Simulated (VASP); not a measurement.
# HC4 in VASP: further runs

The runs below take HC4 through single point, with PBE+D3(BJ).

Everything below comes from runs of VASP 6.6.1. Logs are shortened: lines on timing, memory, paths and dates and some standing lists are left out, and cuts for length are marked.

**1. The cell of the first run**

The cell holds a slab with vacuum, 10 atoms: a = 4.931 Å, b = 4.931 Å, c = 18.000 Å, α = 90.00°, β = 90.00°, γ = 120.00°.

**2. Single point, PBE+D3(BJ)**

INCAR reads:

```
SYSTEM = HC4
PREC = Accurate
ENCUT = 520
EDIFF = 1E-6
ISMEAR = 0
SIGMA = 0.1
LREAL = .FALSE.
LASPH = .TRUE.
NELM = 60
ALGO = Normal
ISIF = 2
LWAVE = .FALSE.
LCHARG = .FALSE.
LDIPOL = .TRUE.
IDIPOL = 3
DIPOL = 0.5 0.5 0.238
GGA = PE
IVDW = 12
NBANDS = 28
```

KPOINTS reads:

```
Automatic mesh
0
G
  6 6 1
  0 0 0
```

POSCAR reads:

```
HC4
1.0
    4.9313048819      0.0000000000      0.0000000000
   -2.4656524409      4.2706353015      0.0000000000
    0.0000000000      0.0000000000     18.0000331942
C H
8 2
Direct
    0.3333333333      0.1666666667      0.2222236565
    0.3333333333      0.6666666667      0.2222236565
    0.8333333333      0.1666666667      0.2222236565
    0.8333333333      0.6666666667      0.2222236565
    0.1666666667      0.3333333333      0.2222218124
    0.1666666667      0.8333333333      0.2222218124
    0.6666666667      0.3333333333      0.2222218124
    0.6666666667      0.8333333333      0.2222218124
    0.2401531283      0.1666666667      0.3005568454
    0.4265135384      0.1666666667      0.3005568454
```

Potentials or basis: VASP PAW PBE potentials, release 64 (C, H).

On the command line:

```console
> cat potpaw_PBE.64/C/POTCAR potpaw_PBE.64/H/POTCAR > POTCAR
> mpirun -np 1 vasp_std > vasp.out
```

OUTCAR:

```text
SYSTEM = HC4
   PREC = Accurate
   ENCUT = 520
   EDIFF = 1E-6
   ISMEAR = 0
   LREAL = .FALSE.
   LASPH = .TRUE.
   NELM = 60
   ISIF = 2
   GGA = PE
   IVDW = 12
 IVDW          = 12

 ion  position               nearest neighbor table
   1  0.333  0.167  0.222-   5 1.42   6 1.42   7 1.42
   2  0.333  0.667  0.222-   6 1.42   5 1.42   8 1.42
   3  0.833  0.167  0.222-   7 1.42   8 1.42   5 1.42
   4  0.833  0.667  0.222-   8 1.42   7 1.42   6 1.42
   5  0.167  0.333  0.222-   1 1.42   2 1.42   3 1.42
   6  0.167  0.833  0.222-   2 1.42   1 1.42   4 1.42
   7  0.667  0.333  0.222-   3 1.42   4 1.42   1 1.42
   8  0.667  0.833  0.222-   4 1.42   3 1.42   2 1.42
   9  0.240  0.167  0.301-
  10  0.427  0.167  0.301-

  LATTYP: Found a hexagonal cell.
 ALAT       =     4.9313048819
 C/A-ratio  =     3.6501562214

  Lattice vectors:

 A1 = (   4.9313048819,   0.0000000000,   0.0000000000)
 A2 = (  -2.4656524409,   4.2706353015,   0.0000000000)
 A3 = (   0.0000000000,   0.0000000000,  18.0000331942)

Analysis of symmetry for initial positions (statically):
=====================================================================
 Subroutine PRICEL returns:
 Original cell was already a primitive cell.

 Routine SETGRP: Setting up the symmetry group for a
 hexagonal supercell.

 Subroutine GETGRP returns: Found  2 space group operations
 (whereof  1 operations were pure point group operations)
 out of a pool of 24 trial point group operations.

The static configuration has the point symmetry C_1 .
 The point group associated with its full space group is C_1h.

Analysis of symmetry for dynamics (positions and initial velocities):
=====================================================================
 Subroutine PRICEL returns:
 Original cell was already a primitive cell.

 Routine SETGRP: Setting up the symmetry group for a
 hexagonal supercell.

 Subroutine GETGRP returns: Found  2 space group operations
 (whereof  1 operations were pure point group operations)
 out of a pool of 24 trial point group operations.

The dynamic configuration has the point symmetry C_1 .
 The point group associated with its full space group is C_1h.

 Subroutine INISYM returns: Found  2 space group operations
 (whereof  1 operations are pure point group operations),
 and found     1 'primitive' translations

----------------------------------------------------------------------------------------

                                     Primitive cell

  volume of cell :     379.0772

  direct lattice vectors                    reciprocal lattice vectors
     4.931304882  0.000000000  0.000000000     0.202786083  0.117078599  0.000000000
    -2.465652441  4.270635301  0.000000000     0.000000000  0.234157199  0.000000000
     0.000000000  0.000000000 18.000033194     0.000000000  0.000000000  0.055555453

  length of vectors
     4.931304882  4.931304882 18.000033194     0.234157199  0.234157199  0.055555453

  position of ions in fractional coordinates (direct lattice)
     0.333333333  0.166666667  0.222223656
     0.333333333  0.666666667  0.222223656
     0.833333333  0.166666667  0.222223656
     0.833333333  0.666666667  0.222223656
     0.166666667  0.333333333  0.222221812
     0.166666667  0.833333333  0.222221812
     0.666666667  0.333333333  0.222221812
     0.666666667  0.833333333  0.222221812
     0.240153128  0.166666667  0.300556845
     0.426513538  0.166666667  0.300556845

  ion indices of the primitive-cell ions
   primitive index   ion index
                 1           1
                 2           2
                 3           3
                 4           4
                 5           5
                 6           6
                 7           7
                 8           8
                 9           9
                10          10

----------------------------------------------------------------------------------------

 KPOINTS: Automatic mesh

Automatic generation of k-mesh.
 Grid dimensions read from file:
 generate k-points for:    6    6    1

 Generating k-lattice:

  Cartesian coordinates                     Fractional coordinates (reciprocal lattice)
     0.033797680  0.019513100  0.000000000     0.166666667  0.000000000  0.000000000
     0.000000000  0.039026200  0.000000000     0.000000000  0.166666667  0.000000000
     0.000000000  0.000000000  0.055555453     0.000000000  0.000000000  1.000000000

  Length of vectors
     0.039026200  0.039026200  0.055555453

  Shift w.r.t. Gamma in fractional coordinates (k-lattice)
     0.000000000  0.000000000  0.000000000

 Subroutine IBZKPT returns following result:
 ===========================================

 Found     13 irreducible k-points:

 Following reciprocal coordinates:
            Coordinates               Weight
  0.000000  0.000000  0.000000      1.000000
  0.166667  0.000000  0.000000      4.000000
  0.000000  0.166667  0.000000      2.000000
  0.333333  0.000000  0.000000      4.000000
  0.000000  0.333333  0.000000      2.000000
  0.500000  0.000000  0.000000      2.000000
  0.000000  0.500000  0.000000      1.000000
  0.166667  0.166667  0.000000      4.000000
 -0.333333  0.166667  0.000000      2.000000
  0.333333  0.166667  0.000000      4.000000
 -0.166667  0.500000  0.000000      4.000000
  0.500000  0.333333  0.000000      4.000000
  0.333333  0.333333  0.000000      2.000000
   k-points           NKPTS =     13   k-points in BZ     NKDIM =     13   number of bands    NBANDS=     28
   number of dos      NEDOS =    301   number of ions     NIONS =     10
   total plane-waves  NPLWV = 224000
   dimension x,y,z NGX =    40 NGY =   40 NGZ =  140
   dimension x,y,z NGXF=    80 NGYF=   80 NGZF=  280
   ions per type =               8   2
   NGX,Y,Z   is equivalent  to a cutoff of  13.48, 13.48, 12.93 a.u.
   NGXF,Y,Z  is equivalent  to a cutoff of  26.97, 26.97, 25.86 a.u.
 SYSTEM =  HC4
   PREC   = accura    normal or accurate (medium, high low for compatibility)
   ISTART =      0    job   : 0-new  1-cont  2-samecut
   ICHARG =      2    charge: 1-file 2-atom 10-const
   ISPIN  =      1    spin polarized calculation?
   LNONCOLLINEAR =      F non collinear calculations
   LSORBIT =      F    spin-orbit coupling
   LASPH  =      T    aspherical Exc in radial PAW
   ENCUT  =  520.0 eV  38.22 Ry    6.18 a.u.   9.17  9.17 33.47*2*pi/ulx,y,z
   NELM   =     60;   NELMIN=  2; NELMDL= -5     # of ELM steps
   EDIFF  = 0.1E-05   stopping-criterion for ELM
   LREAL  =      F    real-space projection
   EDIFFG = 0.1E-04   stopping-criterion for IOM
   NSW    =      0    number of steps for IOM
   IBRION =     -1    ionic relax: 0-MD 1-quasi-New 2-CG
   NFREE  =      0    steps in history (QN), initial steepest desc. (CG)
   ISIF   =      2    stress and relaxation
   ISYM   =      2    0-nonsym 1-usesym 2-fastsym
   POTIM  = 0.5000    time-step for ionic-motion
   TEBEG  =    0.0;   TEEND  =   0.0 temperature during run
   PSTRESS=    0.0 pullay stress
   NELECT =      34.0000    total number of electrons
   NUPDOWN=      -1.0000    fix difference up-down
   EMIN   =  10.00;   EMAX   =-10.00  energy-range for DOS
   EFERMI =   0.00;   METHOD = LEGACY
   ISMEAR =     0;   SIGMA  =   0.10  broadening in eV -4-tet -1-fermi 0-gaus
   EFERMI_NEDOS =   21; number of points for ismear=-14 and -15
   IALGO  =     38    algorithm
   IMIX   =      4    mixing-type and parameters
     AMIX     =   0.40;   BMIX     =  1.00
     AMIX_MAG =   1.60;   BMIX_MAG =  1.00
  volume/ion in A,a.u.               =      37.91       255.81
  Fermi-wavevector in a.u.,A,eV,Ry     =   0.732811  1.384812  7.306489  0.537012
  Thomas-Fermi vector in A             =   1.825366
   LORBIT       =      0    0 simple, 1 ext, 2 COOP (PROOUT), +10 PAW based schemes
   GGA     = PE    functional components
   LHFCALC =     F    Hartree Fock is set to
   AEXX    =    0.0000 exact exchange contribution
   IVDW    =    12    specifies the selected vdW correction
   LEPSILON=     F    determine dielectric tensor
   LRPA    =     F    only Hartree local field effects (RPA)
 non-spin polarized calculation
 Gauss-broadening in eV      SIGMA  =   0.10
  energy-cutoff  :      520.00
  volume of cell :      379.08
 maximum number of plane-waves:     10258
 NGX is ok and might be reduce to    40
   NGX = 19   NGY = 19   NGZ = 67

 dipolmoment           0.000000      0.000000     -0.007242 electrons x Angstroem

 number of electron      33.9999998 magnetization

 dipolmoment           0.000000      0.000000      0.015097 electrons x Angstroem

 Free energy of the ion-electron system (eV)
  ---------------------------------------------------
  ext. energy  EPLUGINS =         0.00000000
  ---------------------------------------------------
  free energy    TOTEN  =       -76.65500173 eV

  energy without entropy =      -76.65500173  energy(sigma->0) =      -76.65500173

 E-fermi :  -2.5610     XC(G=0):  -2.6817

 val. band max:       -3.0773181420   @ k =   0.3333   0.3333   0.0000
 cond. band min:      -2.0171630968   @ k =   0.3333   0.3333   0.0000
 fundamental gap:      1.0601550452
 Fermi energy:        -2.5610492721

 k-point     1 :       0.0000    0.0000    0.0000
  band No.  band energies     occupation
      1     -22.6734      2.00000
      2     -17.9865      2.00000
      3     -17.1648      2.00000
      4     -17.1052      2.00000
      5     -16.2601      2.00000
      6     -16.1746      2.00000
[... 20 lines left out ...]
     27       4.3728      0.00000
     28       4.5331      0.00000

 k-point     2 :       0.1667    0.0000    0.0000
  band No.  band energies     occupation
      1     -22.5148      2.00000
      2     -18.7846      2.00000
      3     -17.8024      2.00000
      4     -17.5459      2.00000
      5     -15.7184      2.00000
      6     -15.5004      2.00000
[... 20 lines left out ...]
     27       4.7398      0.00000
     28       5.0634      0.00000

 k-point     3 :       0.0000    0.1667    0.0000
  band No.  band energies     occupation
      1     -22.5160      2.00000
      2     -18.7774      2.00000
      3     -17.7615      2.00000
      4     -17.5959      2.00000
      5     -15.6612      2.00000
      6     -15.5619      2.00000
[... 20 lines left out ...]
     27       4.4447      0.00000
     28       5.1433      0.00000

 k-point     4 :       0.3333    0.0000    0.0000
  band No.  band energies     occupation
      1     -22.0518      2.00000
      2     -20.0473      2.00000
      3     -18.2630      2.00000
      4     -17.9745      2.00000
      5     -14.5883      2.00000
      6     -14.3228      2.00000
[... 237 lines left out ...]
     27       4.6915      0.00000
     28       5.0041      0.00000

 k-point    12 :       0.5000    0.3333    0.0000
  band No.  band energies     occupation
      1     -21.6278      2.00000
      2     -20.4875      2.00000
      3     -19.4456      2.00000
      4     -16.8793      2.00000
      5     -14.9767      2.00000
      6     -12.7389      2.00000
[... 20 lines left out ...]
     27       4.7411      0.00000
     28       4.8883      0.00000

 k-point    13 :       0.3333    0.3333    0.0000
  band No.  band energies     occupation
      1     -21.2709      2.00000
      2     -20.3987      2.00000
      3     -20.3468      2.00000
      4     -15.8014      2.00000
      5     -15.5187      2.00000
      6     -13.5385      2.00000
[... 20 lines left out ...]
     27       4.3494      0.00000
     28       4.6405      0.00000

------------------------ aborting loop because EDIFF is reached ----------------------------------------

 vacuum level on the upper side and lower side of the slab       (xc-potential included)        -0.074        -0.177

 Edisp (eV)   -0.83477

 E8    (eV) :    -0.2513

  FORCE on cell =-STRESS in cart. coord.  units (eV):
  Direction    XX          YY          ZZ          XY          YZ          ZX
  --------------------------------------------------------------------------------------
  -------------------------------------------------------------------------------------
  Total      -0.03910     2.59976    10.01144     0.00000     0.21383     0.00000
  in kB      -0.16524    10.98796    42.31357     0.00000     0.90376     0.00000
  external pressure =       17.71 kB  Pullay stress =        0.00 kB

 VOLUME and BASIS-vectors are now :
 -----------------------------------------------------------------------------
  energy-cutoff  :      520.00
  volume of cell :      379.08
      direct lattice vectors                 reciprocal lattice vectors
     4.931304882  0.000000000  0.000000000     0.202786083  0.117078599  0.000000000
    -2.465652441  4.270635301  0.000000000     0.000000000  0.234157199  0.000000000
     0.000000000  0.000000000 18.000033194     0.000000000  0.000000000  0.055555453

 POSITION                                       TOTAL-FORCE (eV/Angst)
 -----------------------------------------------------------------------------------
      1.23283      0.71177      4.00003        -0.000000     -0.345363     -1.844912
     -0.00000      2.84709      4.00003        -0.229771     -0.044489     -0.096383
      3.69848      0.71177      4.00003         0.000000      0.123370     -0.145082
      2.46565      2.84709      4.00003         0.229771     -0.044489     -0.096383
      0.00000      1.42355      4.00000        -1.425393      0.923727     -1.746084
     -1.23283      3.55886      4.00000        -0.000000     -1.707898     -1.941846
      2.46565      1.42355      4.00000         1.425393      0.923727     -1.746084
      1.23283      3.55886      4.00000         0.000000      0.019489      0.463478
      0.77333      0.71177      5.41003         2.280505      0.075963      3.576648
      1.69233      0.71177      5.41003        -2.280505      0.075963      3.576648
 -----------------------------------------------------------------------------------
    total drift:                               -0.000000      0.000162      0.000339

  FREE ENERGIE OF THE ION-ELECTRON SYSTEM (eV)
  ---------------------------------------------------
  free  energy   TOTEN  =       -77.4897668424 eV

  energy  without entropy=      -77.4897668424  energy(sigma->0) =      -77.48976684

 vacuum level on the upper side and lower side of the slab         1.873         1.786
```

Run time: 3.3 min. Hardware: 1 thread of Intel Xeon 6975P-C (Granite Rapids), shared host; peak memory 0.52 GiB.

What came out:

* Free energy: -77.4898 eV
* Largest force: 4.243 eV/Å
* Band gap on the k mesh: 1.06 eV
* Dispersion energy per atom: -0.083 eV

Forces in eV/Å, atoms in the order of the input:
```
C    0.000 -0.345 -1.845
C   -0.230 -0.044 -0.096
C    0.000  0.123 -0.145
C    0.230 -0.044 -0.096
C   -1.425  0.924 -1.746
C    0.000 -1.708 -1.942
C    1.425  0.924 -1.746
C    0.000  0.019  0.463
H    2.281  0.076  3.577
H   -2.281  0.076  3.577
```

**3. Single point, PBE+D3(BJ)**

INCAR reads:

```
  PREC = Accurate
  ENCUT = 520
  EDIFF = 1E-7
  ISMEAR = 0
  SIGMA = 0.1
  LREAL = False
  LASPH = True
  NELM = 60
  ALGO = Normal
  ISIF = 2
  LWAVE = False
  LCHARG = False
  LDIPOL = True
  IDIPOL = 3
  DIPOL = 0.5 0.5 0.245
  GGA = PE
  IVDW = 12
  NBANDS = 28
```

KPOINTS reads:

```
regular mesh
0
Gamma
  6 6 1
```

Changes to POSCAR since step 2:

```diff
@@ -16,3 +16,3 @@
     0.6666666667      0.8333333333      0.2222218124
-    0.2401531283      0.1666666667      0.3005568454
-    0.4265135384      0.1666666667      0.3005568454
+    0.2401531283      0.1666666667      0.3361123354
+    0.4265135384      0.1666666667      0.3361123354
```

Potentials or basis: VASP PAW PBE potentials, release 64 (C, H).

On the command line:

```console
> cat potpaw_PBE.64/C/POTCAR potpaw_PBE.64/H/POTCAR > POTCAR
> mpirun -np 1 vasp_std > vasp.out
```

It took 3.1 min on 1 thread of Intel Xeon 6975P-C (Granite Rapids), shared host; peak memory 0.53 GiB.

Results (log left out):

```yaml
Free_energy: -80.3964 eV
Largest_force: 3.549 eV/Å
Band_gap_on_the_k_mesh: 0.11 eV
Dispersion_energy_per_atom: -0.088 eV
```

Forces on the atoms (eV/Å):
```
C    0.000 -0.030 -1.142
C   -0.059 -0.015  0.035
C    0.000  0.043  0.040
C    0.059 -0.015  0.035
C    0.001  0.026 -0.363
C    0.000 -0.036 -0.392
C   -0.001  0.026 -0.363
C    0.000 -0.021  0.132
H    3.402  0.011  1.009
H   -3.402  0.011  1.009
```

Levels at points of the mesh, in eV from the valence-band top:
```tsv
k point	band 14	band 15	band 16	band 17	band 18	band 19	band 20	band 21
(0.00, 0.00, 0.00)	-2.99	-2.35	-2.32	-1.94	1.46	1.67	1.73	3.80
(0.50, 0.00, 0.00)	-5.00	-4.25	-2.73	-2.23	2.78	2.84	3.86	5.80
(0.00, 0.50, 0.00)	-4.99	-4.18	-2.76	-2.30	2.74	2.84	4.93	5.49
```

(Continued in part 2 of 2.)
